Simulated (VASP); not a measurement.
A run of VASP 6.6.1 is set up as follows.

Contents of INCAR:

```
SYSTEM = Rh
PREC = Accurate ; ENCUT = 520
EDIFF = 1E-6 ; ISMEAR = 0
SIGMA = 0.15 ; LREAL = .FALSE.
LASPH = .TRUE. ; NELM = 60
ALGO = Fast ; ISIF = 2
LWAVE = .FALSE. ; LCHARG = .TRUE.
GGA = CA ; LELF = .TRUE.
LVHAR = .TRUE. ; NBANDS = 14
```

The input KPOINTS:

```
regular mesh
0
G
  22 22 22
  0 0 0
```

The input POSCAR:

```
Rh
1.0
    0.0000000000      2.1169144820      1.5544503041
    2.1169144820      0.0000000000      1.5544503041
    2.1169144820      2.1169144820      0.0000000000
Rh
1
Direct
    0.0000000000      0.0000000000      0.0000000000
```

Potentials or basis: VASP PAW LDA potentials, release 64 (Rh_pv).

Command:

```console
$ cat potpaw_LDA.64/Rh_pv/POTCAR > POTCAR
$ mpirun -np 1 vasp_std > vasp.out
```

**Question.** Predict the band gap on the k mesh.

**Answer.** Zero (an odd number of electrons rules out a gap without spin polarisation).

**Question.** What does it give for the pressure?

**Answer.** -6.1 GPa.

Stress tensor (GPa, compression positive):
```
-10.03   0.00   0.00
  0.00 -10.03   0.00
  0.00   0.00   1.91
```

Caveat: the stress differs along the axes, from -10 to 2 GPa.
